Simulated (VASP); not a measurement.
# NaF (Fm-3m) in VASP: notebook

Runs on NaF. Level: PBEsol. Tasks: single point, relaxation of cell and atoms.

Program: VASP 6.6.1. These are calculated values, not measurements. Logs are shortened: lines on timing, memory, paths and dates and some standing lists are left out, and cuts for length are marked.

### Step 1. The cell of the first run

The structure is cubic, space group Fm-3m (No. 225). The conventional cell has a = 4.629 Å, b = 4.629 Å, c = 4.629 Å, α = 90.00°, β = 90.00°, γ = 90.00°. Within 3.1 Å of Na (site symmetry m-3m) lie 6 F at 2.31 Å. F (site symmetry m-3m) has 6 Na at 2.31 Å within 3.1 Å.

### Step 2. Single point, PBEsol

Input file INCAR:

```
PREC = Accurate
ENCUT = 520
EDIFF = 1E-6
ISMEAR = 0
SIGMA = 0.02
LREAL = F
LASPH = T
NELM = 100
ALGO = Normal
ISIF = 2
LWAVE = F
LCHARG = T
GGA = PS
LELF = T
LVHAR = T
NBANDS = 14
```

Input file KPOINTS:

```
regular mesh
0
Gamma
  8 8 8
```

Input file POSCAR:

```
NaF
1.0
    0.0000000000     -2.3146231038     -2.3146231038
    2.3146231038      0.0000000000     -2.3146231038
    2.3146231038     -2.3146231038      0.0000000000
Na F
1 1
Direct
    0.0000000000      0.0000000000      0.0000000000
    0.5000000000      0.5000000000      0.5000000000
```

Potentials or basis: VASP PAW PBE potentials, release 64 (Na_pv, F).

Command:

```sh
$ cat potpaw_PBE.64/Na_pv/POTCAR potpaw_PBE.64/F/POTCAR > POTCAR
$ mpirun -np 1 vasp_std > vasp.out
```

OUTCAR:

```text
PREC = Accurate
   ENCUT = 520
   EDIFF = 1E-6
   ISMEAR = 0
   LREAL = F
   LASPH = T
   NELM = 100
   ISIF = 2
   GGA = PS

 ion  position               nearest neighbor table
   1  0.000  0.000  0.000-   2 2.31   2 2.31   2 2.31   2 2.31   2 2.31   2 2.31
   2  0.500  0.500  0.500-   1 2.31   1 2.31   1 2.31   1 2.31   1 2.31   1 2.31

  LATTYP: Found a face centered cubic cell.
 ALAT       =     4.6292462076

  Lattice vectors:

 A1 = (   0.0000000000,  -2.3146231038,  -2.3146231038)
 A2 = (   2.3146231038,   0.0000000000,  -2.3146231038)
 A3 = (   2.3146231038,  -2.3146231038,   0.0000000000)

Analysis of symmetry for initial positions (statically):
=====================================================================
 Subroutine PRICEL returns:
 Original cell was already a primitive cell.

 Routine SETGRP: Setting up the symmetry group for a
 face centered cubic supercell.

 Subroutine GETGRP returns: Found 48 space group operations
 (whereof 48 operations were pure point group operations)
 out of a pool of 48 trial point group operations.

The static configuration has the point symmetry O_h .

Analysis of symmetry for dynamics (positions and initial velocities):
=====================================================================
 Subroutine PRICEL returns:
 Original cell was already a primitive cell.

 Routine SETGRP: Setting up the symmetry group for a
 face centered cubic supercell.

 Subroutine GETGRP returns: Found 48 space group operations
 (whereof 48 operations were pure point group operations)
 out of a pool of 48 trial point group operations.

The dynamic configuration has the point symmetry O_h .

 Subroutine INISYM returns: Found 48 space group operations
 (whereof 48 operations are pure point group operations),
 and found     1 'primitive' translations

----------------------------------------------------------------------------------------

                                     Primitive cell

  volume of cell :      24.8011

  direct lattice vectors                    reciprocal lattice vectors
     0.000000000 -2.314623104 -2.314623104    -0.216017890 -0.216017890 -0.216017890
     2.314623104  0.000000000 -2.314623104     0.216017890  0.216017890 -0.216017890
     2.314623104 -2.314623104  0.000000000     0.216017890 -0.216017890  0.216017890

  length of vectors
     3.273371385  3.273371385  3.273371385     0.374153962  0.374153962  0.374153962

  position of ions in fractional coordinates (direct lattice)
     0.000000000  0.000000000  0.000000000
     0.500000000  0.500000000  0.500000000

  ion indices of the primitive-cell ions
   primitive index   ion index
                 1           1
                 2           2

----------------------------------------------------------------------------------------

 KPOINTS: regular mesh

Automatic generation of k-mesh.
 Grid dimensions read from file:
 generate k-points for:    8    8    8

 Generating k-lattice:

  Cartesian coordinates                     Fractional coordinates (reciprocal lattice)
    -0.027002236 -0.027002236 -0.027002236     0.125000000  0.000000000  0.000000000
     0.027002236  0.027002236 -0.027002236     0.000000000  0.125000000  0.000000000
     0.027002236 -0.027002236  0.027002236     0.000000000  0.000000000  0.125000000

  Length of vectors
     0.046769245  0.046769245  0.046769245

  Shift w.r.t. Gamma in fractional coordinates (k-lattice)
     0.000000000  0.000000000  0.000000000

 Subroutine IBZKPT returns following result:
 ===========================================

 Found     29 irreducible k-points:

 Following reciprocal coordinates:
            Coordinates               Weight
  0.000000  0.000000  0.000000      1.000000
  0.125000  0.000000  0.000000      8.000000
  0.250000  0.000000  0.000000      8.000000
  0.375000  0.000000  0.000000      8.000000
  0.500000  0.000000  0.000000      4.000000
  0.125000  0.125000  0.000000      6.000000
[... 16 lines left out ...]
  0.500000  0.250000  0.125000     48.000000
 -0.375000  0.250000  0.125000     24.000000
 [... further k-points ...]
   k-points           NKPTS =     29   k-points in BZ     NKDIM =     29   number of bands    NBANDS=     14
   number of dos      NEDOS =    301   number of ions     NIONS =      2
   total plane-waves  NPLWV =  13824
   dimension x,y,z NGX =    24 NGY =   24 NGZ =   24
   dimension x,y,z NGXF=    48 NGYF=   48 NGZF=   48
   ions per type =               1   1
   NGX,Y,Z   is equivalent  to a cutoff of  12.19, 12.19, 12.19 a.u.
   NGXF,Y,Z  is equivalent  to a cutoff of  24.38, 24.38, 24.38 a.u.
 SYSTEM =  unknown system
   PREC   = accura    normal or accurate (medium, high low for compatibility)
   ISTART =      0    job   : 0-new  1-cont  2-samecut
   ICHARG =      2    charge: 1-file 2-atom 10-const
   ISPIN  =      1    spin polarized calculation?
   LNONCOLLINEAR =      F non collinear calculations
   LSORBIT =      F    spin-orbit coupling
   LASPH  =      T    aspherical Exc in radial PAW
   ENCUT  =  520.0 eV  38.22 Ry    6.18 a.u.   6.09  6.09  6.09*2*pi/ulx,y,z
   NELM   =    100;   NELMIN=  2; NELMDL= -5     # of ELM steps
   EDIFF  = 0.1E-05   stopping-criterion for ELM
   LREAL  =      F    real-space projection
   EDIFFG = 0.1E-04   stopping-criterion for IOM
   NSW    =      0    number of steps for IOM
   IBRION =     -1    ionic relax: 0-MD 1-quasi-New 2-CG
   NFREE  =      0    steps in history (QN), initial steepest desc. (CG)
   ISIF   =      2    stress and relaxation
   ISYM   =      2    0-nonsym 1-usesym 2-fastsym
   POTIM  = 0.5000    time-step for ionic-motion
   TEBEG  =    0.0;   TEEND  =   0.0 temperature during run
   PSTRESS=    0.0 pullay stress
   NELECT =      14.0000    total number of electrons
   NUPDOWN=      -1.0000    fix difference up-down
   EMIN   =  10.00;   EMAX   =-10.00  energy-range for DOS
   EFERMI =   0.00;   METHOD = LEGACY
   ISMEAR =     0;   SIGMA  =   0.02  broadening in eV -4-tet -1-fermi 0-gaus
   EFERMI_NEDOS =   21; number of points for ismear=-14 and -15
   IALGO  =     38    algorithm
   IMIX   =      4    mixing-type and parameters
     AMIX     =   0.40;   BMIX     =  1.00
     AMIX_MAG =   1.60;   BMIX_MAG =  1.00
  volume/ion in A,a.u.               =      12.40        83.68
  Fermi-wavevector in a.u.,A,eV,Ry     =   1.352988  2.556776 24.906500  1.830576
  Thomas-Fermi vector in A             =   2.480281
   LORBIT       =      0    0 simple, 1 ext, 2 COOP (PROOUT), +10 PAW based schemes
   GGA     = PS    functional components
   LHFCALC =     F    Hartree Fock is set to
   AEXX    =    0.0000 exact exchange contribution
   IVDW    =     0    specifies the selected vdW correction
   LEPSILON=     F    determine dielectric tensor
   LRPA    =     F    only Hartree local field effects (RPA)
 non-spin polarized calculation
 Gauss-broadening in eV      SIGMA  =   0.02
  energy-cutoff  :      520.00
  volume of cell :       24.80
 maximum number of plane-waves:       692
   NGX = 13   NGY = 13   NGZ = 13

 number of electron      13.9999983 magnetization

 Free energy of the ion-electron system (eV)
  ---------------------------------------------------
  ext. energy  EPLUGINS =         0.00000000
  ---------------------------------------------------
  free energy    TOTEN  =        -8.76876356 eV

  energy without entropy =       -8.76876356  energy(sigma->0) =       -8.76876356

 E-fermi :  -2.0444     XC(G=0):  -9.3495

 val. band max:       -2.1629820736   @ k =   0.0000   0.0000   0.0000
 cond. band min:       4.0134710624   @ k =   0.0000   0.0000   0.0000
 fundamental gap:      6.1764531360
 Fermi energy:        -2.0443508210

 k-point     1 :       0.0000    0.0000    0.0000
  band No.  band energies     occupation
      1     -21.2250      2.00000
      2     -20.9235      2.00000
      3     -20.9235      2.00000
      4     -20.9235      2.00000
      5      -2.1630      2.00000
      6      -2.1630      2.00000
      7      -2.1630      2.00000
      8       4.0135      0.00000
      9      16.7013      0.00000
     10      16.7013      0.00000
     11      16.7013      0.00000
     12      19.3902      0.00000
     13      21.7813      0.00000
     14      21.7813      0.00000

 k-point     2 :       0.1250    0.0000    0.0000
  band No.  band energies     occupation
      1     -21.4091      2.00000
      2     -20.9253      2.00000
      3     -20.9253      2.00000
      4     -20.7189      2.00000
      5      -2.4672      2.00000
      6      -2.2019      2.00000
      7      -2.2019      2.00000
      8       4.5653      0.00000
      9      14.9204      0.00000
     10      16.9412      0.00000
     11      16.9412      0.00000
     12      21.2046      0.00000
     13      21.2046      0.00000
     14      21.3436      0.00000

 k-point     3 :       0.2500    0.0000    0.0000
  band No.  band energies     occupation
      1     -21.6329      2.00000
      2     -20.9298      2.00000
      3     -20.9298      2.00000
      4     -20.4435      2.00000
      5      -3.0830      2.00000
      6      -2.2944      2.00000
      7      -2.2944      2.00000
      8       5.8883      0.00000
      9      12.8248      0.00000
     10      17.4708      0.00000
     11      17.4708      0.00000
     12      20.5373      0.00000
     13      20.5373      0.00000
     14      22.1012      0.00000

 k-point     4 :       0.3750    0.0000    0.0000
  band No.  band energies     occupation
      1     -21.7812      2.00000
      2     -20.9342      2.00000
      3     -20.9342      2.00000
      4     -20.2431      2.00000
      5      -3.5962      2.00000
      6      -2.3852      2.00000
      7      -2.3852      2.00000
      8       7.4458      0.00000
      9      11.1650      0.00000
     10      17.8039      0.00000
     11      17.8039      0.00000
     12      20.5026      0.00000
     13      20.5026      0.00000
     14      21.6874      0.00000

 k-point     5 :       0.5000    0.0000    0.0000
  band No.  band energies     occupation
      1     -21.8322      2.00000
      2     -20.9361      2.00000
      3     -20.9361      2.00000
      4     -20.1697      2.00000
      5      -3.7889      2.00000
      6      -2.4224      2.00000
      7      -2.4224      2.00000
      8       8.4604      0.00000
      9      10.1971      0.00000
     10      17.8506      0.00000
     11      17.8506      0.00000
[... 276 lines left out ...]
 k-point    22 :       0.3750    0.2500    0.1250
  band No.  band energies     occupation
      1     -21.6124      2.00000
      2     -20.9615      2.00000
      3     -20.9383      2.00000
      4     -20.4228      2.00000
      5      -3.2223      2.00000
      6      -2.4901      2.00000
      7      -2.3796      2.00000
      8       6.9124      0.00000
      9      12.2394      0.00000
     10      16.0704      0.00000
     11      17.7064      0.00000
     12      18.1712      0.00000
     13      22.0710      0.00000
     14      25.0671      0.00000

 k-point    23 :       0.5000    0.2500    0.1250
  band No.  band energies     occupation
      1     -21.6524      2.00000
      2     -20.9770      2.00000
      3     -20.9483      2.00000
      4     -20.3427      2.00000
      5      -3.4287      2.00000
      6      -2.6744      2.00000
      7      -2.4676      2.00000
      8       8.3753      0.00000
      9      11.2629      0.00000
     10      15.1789      0.00000
     11      17.0250      0.00000
     12      19.3148      0.00000
     13      21.3936      0.00000
     14      25.5671      0.00000

 k-point    24 :      -0.3750    0.2500    0.1250
  band No.  band energies     occupation
      1     -21.6670      2.00000
      2     -20.9803      2.00000
      3     -20.9558      2.00000
      4     -20.3116      2.00000
      5      -3.5016      2.00000
      6      -2.7537      2.00000
      7      -2.5066      2.00000
      8       9.4688      0.00000
      9      10.4293      0.00000
     10      14.8831      0.00000
     11      16.7228      0.00000
     12      19.9106      0.00000
     13      20.9792      0.00000
     14      25.7885      0.00000

 [... further k-points ...]
[... 5 lines left out ...]
  --------------------------------------------------------------------------------------
  -------------------------------------------------------------------------------------
  Total       -0.0135300     -0.0135300     -0.0135300      0.0000000      0.0000000     -0.0000000
  in kB       -0.8740498     -0.8740498     -0.8740498      0.0000000      0.0000000     -0.0000000
  external PRESSURE =      -0.8740498 kB  Pullay stress =       0.0000000 kB

 VOLUME and BASIS-vectors are now :
 -----------------------------------------------------------------------------
  energy-cutoff  :      520.00
  volume of cell :       24.80
      direct lattice vectors                 reciprocal lattice vectors
     0.000000000 -2.314623104 -2.314623104    -0.216017890 -0.216017890 -0.216017890
     2.314623104  0.000000000 -2.314623104     0.216017890  0.216017890 -0.216017890
     2.314623104 -2.314623104  0.000000000     0.216017890 -0.216017890  0.216017890

 POSITION                                       TOTAL-FORCE (eV/Angst)
 -----------------------------------------------------------------------------------
      0.00000      0.00000      0.00000         0.000000      0.000000      0.000000
      2.31462     -2.31462     -2.31462         0.000000      0.000000      0.000000
 -----------------------------------------------------------------------------------
    total drift:                                0.000000      0.000000     -0.000000

  FREE ENERGIE OF THE ION-ELECTRON SYSTEM (eV)
  ---------------------------------------------------
  free  energy   TOTEN  =        -8.7687635630 eV

  energy  without entropy=       -8.7687635630  energy(sigma->0) =       -8.76876356
```

Run time: 3.7 s. Hardware: 1 thread of Intel Xeon 6975P-C (Granite Rapids), shared host; peak memory 0.13 GiB.

What came out:

```
Free energy            : -8.7688 eV
Pressure               : -0.1 GPa
Band gap on the k mesh : 6.18 eV, direct
```

Levels at points of the mesh, in eV from the valence-band top:
| k point | band 4 | band 5 | band 6 | band 7 | band 8 | band 9 | band 10 | band 11 |
| --- | --- | --- | --- | --- | --- | --- | --- | --- |
| (0.00, 0.00, 0.00) | -18.76 | 0.00 | 0.00 | 0.00 | 6.18 | 18.86 | 18.86 | 18.86 |
| (0.50, 0.00, 0.00) | -18.01 | -1.63 | -0.26 | -0.26 | 10.62 | 12.36 | 20.01 | 20.01 |
| (0.50, 0.50, 0.00) | -18.80 | -1.30 | -0.41 | -0.41 | 13.00 | 13.10 | 13.56 | 19.68 |

Caveat: the PAW data sets were made with another functional, which shifts forces and pressure a little.

### Step 3. Relaxation of cell and atoms, PBEsol

This run uses another cell than the first one, of 12.54 Å³/atom, 1.011 times its volume.

Input file INCAR:

```
SYSTEM = NaF
PREC = Accurate
ENCUT = 600
EDIFF = 1E-6
ISMEAR = 0
SIGMA = 0.02
LREAL = .FALSE.
LASPH = .TRUE.
NELM = 100
ALGO = Normal
ISIF = 3
LWAVE = .FALSE.
LCHARG = .FALSE.
GGA = PS
IBRION = 2
NSW = 100
EDIFFG = -0.005
```

Input file KPOINTS:

```
Automatic mesh
0
G
  8 8 8
  0 0 0
```

Input file POSCAR:

```
NaF
1.0
    0.0000000000     -2.3233000000     -2.3233000000
    2.3233000000      0.0000000000     -2.3233000000
    2.3233000000     -2.3233000000      0.0000000000
Na F
1 1
Direct
    0.0000000000      0.0000000000      0.0000000000
    0.5000000000      0.5000000000      0.5000000000
```

Potentials or basis: VASP PAW PBE potentials, release 64 (Na_pv, F).

Command:

```sh
$ cat potpaw_PBE.64/Na_pv/POTCAR potpaw_PBE.64/F/POTCAR > POTCAR
$ mpirun -np 1 vasp_std > vasp.out
```

It took 12 s on 1 thread of Intel Xeon 6975P-C (Granite Rapids), shared host; peak memory 0.15 GiB.

Results (log left out):

```
Free energy                            : -8.7712 eV
Relaxed volume                         : 12.37 Å³/atom
Relaxed cell                           : a = 3.271 Å, b = 3.271 Å, c = 3.271 Å, α = 60.00°, β = 60.00°, γ = 60.00°
Space group after relaxing (to 0.05 Å) : Fm-3m (No. 225)
Energy gained by relaxing              : 0.4 meV/atom
Ionic steps                            : 3
Pressure after relaxing                : 0.0 GPa
Band gap on the k mesh                 : 6.19 eV, direct
```

Step by step:
```tsv
step	energy change (eV)	largest force (eV/Å)	pressure (GPa)	volume (Å³)
1	0.0000	0.0000	-0.70	25.08
2	-0.0006	0.0000	-0.26	24.88
3	-0.0007	0.0000	0.03	24.75
```

Final structure:
```
CELL_PARAMETERS angstrom
0.00000 -2.31289 -2.31289
2.31289 0.00000 -2.31289
2.31289 -2.31289 0.00000
ATOMIC_POSITIONS crystal
Na 0.00000 0.00000 0.00000
F 0.50000 0.50000 0.50000
```

Levels at points of the mesh, in eV from the valence-band top:
```
           k point  band 3  band 4  band 5  band 6  band 7  band 8  band 9  band 10  band 11
(0.00, 0.00, 0.00)  -18.75  -18.75    0.00    0.00    0.00    6.19   18.88    18.88    18.88
(0.50, 0.00, 0.00)  -18.76  -18.00   -1.63   -0.26   -0.26   10.64   12.38    20.04    20.04
(0.50, 0.50, 0.00)  -18.81  -18.80   -1.31   -0.41   -0.41   13.02   13.12    13.58    19.71
```

Caveat: the PAW data sets were made with another functional, which shifts forces and pressure a little.
